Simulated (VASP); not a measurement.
Nb: single point with r2SCAN

Nb:

```
Nb
1.0
     0.00000    2.16787    2.11500
     2.16787    0.00000    2.11500
     2.16787    2.16787    0.00000
Nb
1
Direct
  0.00000 0.00000 0.00000
```

This cell differs from its parent crystal: strain +0.025 along x and y, +0.000 along z.

```yaml
Program: VASP 6.6.1
Task: single point
Functional: r2SCAN
Potentials_or_basis: VASP PAW PBE potentials, release 64 (Nb_sv)
Cutoff: 520 eV
k_mesh: 20 × 20 × 20
Occupations: gaussian, width 0.15 eV
Spin: no spin polarisation
```

```yaml
Pressure: -9.6 GPa
```

Stress tensor (GPa, compression positive):
```
 -7.74   0.00   0.00
  0.00  -7.74   0.00
  0.00   0.00 -13.20
```

Levels at points of the mesh, in eV from the Fermi level:
```
           k point  band 2  band 3  band 4  band 5  band 6  band 7  band 8  band 9  band 10  band 11
(0.00, 0.00, 0.00)  -31.44  -31.44  -31.44   -6.46    0.07    0.07    0.38    2.60     2.98    12.19
(0.50, 0.00, 0.00)  -32.49  -31.59  -31.56   -3.83   -0.10    0.23    1.05    4.50     4.65    10.23
(0.50, 0.50, 0.00)  -32.43  -31.84  -31.84   -3.90   -3.26    3.60    4.60    5.04     5.04    11.15
(0.50, 0.00, 0.50)  -32.42  -31.82  -31.77   -3.91   -3.22    3.15    4.63    4.92     5.16    11.34
```

It took 3.4 min on 1 thread of Intel(R) Xeon(R) Platinum 8488C (Sapphire Rapids), on a shared host, peak memory 0.26 GiB.

Caveat: the cell differs from its parent crystal (strain +0.025 along x and y, +0.000 along z); the PAW data sets were made with another functional, which shifts forces and pressure a little.
